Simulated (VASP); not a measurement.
# Sb3S2 (P4/mmm) in VASP: a series of runs, part 2 of 2

VASP 6.6.1.

### Step 4. Relaxation of cell and atoms, PBE

This run uses another cell than the first one, of 31.64 Å³/atom.

Contents of INCAR:

```
  ALGO = Normal
  EDIFF = 1E-6
  EDIFFG = -0.01
  ENCUT = 600
  GGA = PE
  IBRION = 2
  ISIF = 3
  ISMEAR = 0
  LASPH = T
  LCHARG = F
  LREAL = F
  LWAVE = F
  NELM = 80
  NSW = 100
  PREC = Accurate
  SIGMA = 0.1
```

Contents of KPOINTS:

```
k-points
0
Gamma
  8 8 8
```

Contents of POSCAR:

```
Sb3S2
1.0
    5.6590480746      0.0000000000      0.0000000000
    0.0000000000      5.6590480746      0.0000000000
    0.0000000000      0.0000000000      4.9399778568
Sb S
3 2
Direct
    0.5000000000      0.0000000000      0.5000000000
    0.0000000000      0.5000000000      0.5000000000
    0.0000000000      0.0000000000      0.5000000000
    0.5000000000      0.5000000000      0.2569362620
    0.5000000000      0.5000000000      0.7430637380
```

Potentials or basis: VASP PAW PBE potentials, release 64 (Sb, S).

Launch:

```bash
$ cat potpaw_PBE.64/Sb/POTCAR potpaw_PBE.64/S/POTCAR > POTCAR
$ mpirun -np 1 vasp_std > vasp.out
```

OUTCAR:

```text
EDIFF = 1E-6
   EDIFFG = -0.01
   ENCUT = 600
   GGA = PE
   IBRION = 2
   ISIF = 3
   ISMEAR = 0
   LASPH = T
   LREAL = F
   NELM = 80
   NSW = 100
   PREC = Accurate

 ion  position               nearest neighbor table
   1  0.500  0.000  0.500-   3 2.83   3 2.83   4 3.07   4 3.07   5 3.07   5 3.07
   2  0.000  0.500  0.500-   3 2.83   3 2.83   4 3.07   4 3.07   5 3.07   5 3.07
   3  0.000  0.000  0.500-   1 2.83   2 2.83   2 2.83   1 2.83
   4  0.500  0.500  0.257-   5 2.40   5 2.54   1 3.07   2 3.07   1 3.07   2 3.07
   5  0.500  0.500  0.743-   4 2.40   4 2.54   2 3.07   1 3.07   1 3.07   2 3.07

  LATTYP: Found a simple tetragonal cell.
 ALAT       =     5.6590480746
 C/A-ratio  =     0.8729344214

  Lattice vectors:

 A1 = (   5.6590480746,   0.0000000000,   0.0000000000)
 A2 = (   0.0000000000,   5.6590480746,   0.0000000000)
 A3 = (   0.0000000000,   0.0000000000,   4.9399778568)

Analysis of symmetry for initial positions (statically):
=====================================================================
 Subroutine PRICEL returns:
 Original cell was already a primitive cell.

 Routine SETGRP: Setting up the symmetry group for a
 simple tetragonal supercell.

 Subroutine GETGRP returns: Found 16 space group operations
 (whereof 16 operations were pure point group operations)
 out of a pool of 16 trial point group operations.

[... 287 lines left out ...]
--------------------------------------- Ionic step       35  -------------------------------------------

 number of electron      26.9999999 magnetization

------------------------ aborting loop because EDIFF is reached ----------------------------------------
[... 73 lines left out ...]
--------------------------------------- Ionic step       37  -------------------------------------------

 number of electron      26.9999999 magnetization

 Free energy of the ion-electron system (eV)
  ---------------------------------------------------
  ext. energy  EPLUGINS =         0.00000000
  ---------------------------------------------------
  free energy    TOTEN  =       -18.59810425 eV

  energy without entropy =      -18.58382294  energy(sigma->0) =      -18.59096360

 E-fermi :   4.4459     XC(G=0):  -8.5781

 val. band max:        4.4401746749   @ k =   0.5000   0.2500   0.2500
 cond. band min:       4.4566927390   @ k =   0.5000   0.5000   0.3750
 fundamental gap:      0.0165180641
 Fermi energy:         4.4459123089

 k-point     1 :       0.0000    0.0000    0.0000
  band No.  band energies     occupation
      1     -11.3388      2.00000
      2      -6.7162      2.00000
      3      -5.7937      2.00000
      4      -4.1520      2.00000
      5      -2.8333      2.00000
      6      -1.1829      2.00000
[... 457 lines left out ...]
      4      -4.8798      2.00000
      5      -3.2487      2.00000
      6      -2.0074      2.00000
[... 9 lines left out ...]
     16       5.4693      0.00000
     17       6.3484      0.00000

 [... further k-points ...]

------------------------ aborting loop because EDIFF is reached ----------------------------------------

  FORCE on cell =-STRESS in cart. coord.  units (eV):
  Direction    XX          YY          ZZ          XY          YZ          ZX
  --------------------------------------------------------------------------------------
  -------------------------------------------------------------------------------------
  Total        0.0311797      0.0311797      0.0080205      0.0000000     -0.0000000      0.0000000
  in kB        0.3155012      0.3155012      0.0811574      0.0000000     -0.0000000      0.0000000
  external PRESSURE =       0.2373866 kB  Pullay stress =       0.0000000 kB
[... 20 lines left out ...]
  FREE ENERGIE OF THE ION-ELECTRON SYSTEM (eV)
  ---------------------------------------------------
  free  energy   TOTEN  =       -18.5981042498 eV

  energy  without entropy=      -18.5838229418  energy(sigma->0) =      -18.59096360

 reached required accuracy - stopping structural energy minimisation
```

Wall time 1.6 h (1 thread of Intel Xeon 8259CL, shared host); peak memory 0.49 GiB.

What came out:

- Free energy: -18.5981 eV
- Relaxed volume: 31.67 Å³/atom
- Relaxed cell: a = 5.774 Å, b = 5.774 Å, c = 4.749 Å, α = 90.00°, β = 90.00°, γ = 90.00°
- Space group after relaxing (to 0.1 Å): P4/mmm (No. 123)
- Energy gained by relaxing: 45.9 meV/atom
- Ionic steps: 37
- Pressure after relaxing: 0.0 GPa
- Band gap on the k mesh: zero (an odd number of electrons rules out a gap without spin polarisation)

Forces on the atoms (eV/Å):
```
Sb   0.000  0.000  0.000
Sb   0.000  0.000  0.000
Sb   0.000  0.000  0.000
S    0.000  0.000 -0.003
S    0.000  0.000  0.003
```

Step by step:
```tsv
step	energy change (eV)	largest force (eV/Å)	pressure (GPa)	volume (Å³)
1	0.0000	0.1024	0.56	158.20
2	-0.0424	0.0035	-0.84	160.67
3	-0.0430	0.0203	-0.71	160.41
4	-0.0516	0.0967	-0.12	157.63
5	-0.0517	0.1078	-0.06	157.38
6	-0.0529	0.1079	0.02	157.02
7	-0.0549	0.1175	0.29	155.95
8	-0.0537	0.1671	0.90	153.82
9	-0.0553	0.1294	0.46	155.27
10	-0.0555	0.1315	0.46	155.24
11	-0.0561	0.1363	0.48	155.15
12	-0.0575	0.1463	0.50	154.98
13	-0.0606	0.1685	0.57	154.64
14	-0.0678	0.2186	0.74	153.96
15	-0.0856	0.2938	1.22	152.60
16	-0.1591	0.0286	2.62	149.90
17	-0.1325	0.7327	1.83	151.08
18	-0.1596	0.2624	2.41	150.15
19	-0.1599	0.1685	2.49	150.04
20	-0.1605	0.0705	2.56	150.00
21	-0.1605	0.0430	2.58	149.98
22	-0.1616	0.0426	2.56	150.04
23	-0.1648	0.0421	2.49	150.21
24	-0.1708	0.0410	2.36	150.56
25	-0.1820	0.0391	2.11	151.24
26	-0.2006	0.0363	1.61	152.63
27	-0.2232	0.0326	0.70	155.41
28	-0.2152	0.0310	-0.89	161.08
29	-0.2281	0.0301	0.04	157.62
30	-0.2281	0.0301	0.08	157.47
31	-0.2282	0.0325	0.08	157.52
32	-0.2286	0.0393	0.06	157.67
33	-0.2291	0.0532	0.03	157.97
34	-0.2291	0.0823	-0.05	158.58
35	-0.2293	0.0683	-0.02	158.27
36	-0.2294	0.0112	0.02	158.33
37	-0.2294	0.0029	0.02	158.34
```

Final structure:
```
Sb S
1.0
     5.77440    0.00000    0.00000
     0.00000    5.77440    0.00000
     0.00000    0.00000    4.74863
Sb S
3 2
Direct
  0.50000 0.00000 0.50000
  0.00000 0.50000 0.50000
  0.00000 0.00000 0.50000
  0.50000 0.50000 0.21151
  0.50000 0.50000 0.78849
```

Levels at points of the mesh, in eV from the Fermi level:
| k point | band 12 | band 13 | band 14 | band 15 | band 16 | band 17 |
| --- | --- | --- | --- | --- | --- | --- |
| (0.00, 0.00, 0.00) | -0.75 | -0.75 | 0.31 | 1.05 | 1.05 | 2.48 |
| (0.50, 0.00, 0.00) | -0.73 | 0.03 | 0.24 | 0.67 | 0.91 | 1.95 |
| (0.50, 0.50, 0.00) | -0.13 | -0.08 | 0.39 | 0.78 | 0.78 | 1.32 |
| (0.00, 0.00, 0.50) | -2.67 | -2.48 | -0.91 | 1.10 | 1.41 | 2.97 |
| (0.50, 0.00, 0.50) | -1.44 | -1.19 | -0.77 | 0.96 | 1.04 | 1.40 |
| (0.50, 0.50, 0.50) | -1.08 | -0.03 | -0.03 | 0.03 | 0.62 | 1.54 |

Caveat: spin-orbit coupling is left out, which moves the levels of the heavy elements.

### Step 5. The runs side by side

| task | cell | k mesh | cutoff (eV) | gap on the mesh (eV) | pressure (GPa) | relaxed volume (Å³/atom) | largest force (eV/Å) |
| --- | --- | --- | --- | --- | --- | --- | --- |
| relaxation of cell and atoms | relaxed from a = 5.252, b = 5.252, c = 5.178 Å, 5 atoms, atomic positions A | 4 × 4 × 4 | 600 | none | 0.0 | 31.58 | 0.02 |
| single point | a = 5.775, b = 5.775, c = 4.758 Å, 5 atoms, atomic positions B | 8 × 8 × 8 | 520 | none | -0.1 | - | 0.15 |
| relaxation of cell and atoms | relaxed from a = 5.659, b = 5.659, c = 4.940 Å, 5 atoms, atomic positions C | 8 × 8 × 8 | 600 | none | 0.0 | 31.67 | - |

Alike in all rows: level PBE; potentials or basis VASP PAW PBE potentials, release 64 (Sb, S); no spin polarisation; smearing gaussian 0.1 eV.

Caveats: spin-orbit coupling is left out, which moves the levels of the heavy elements.

Total energies depend on the potentials used, so only differences within one code and one set of settings carry meaning.
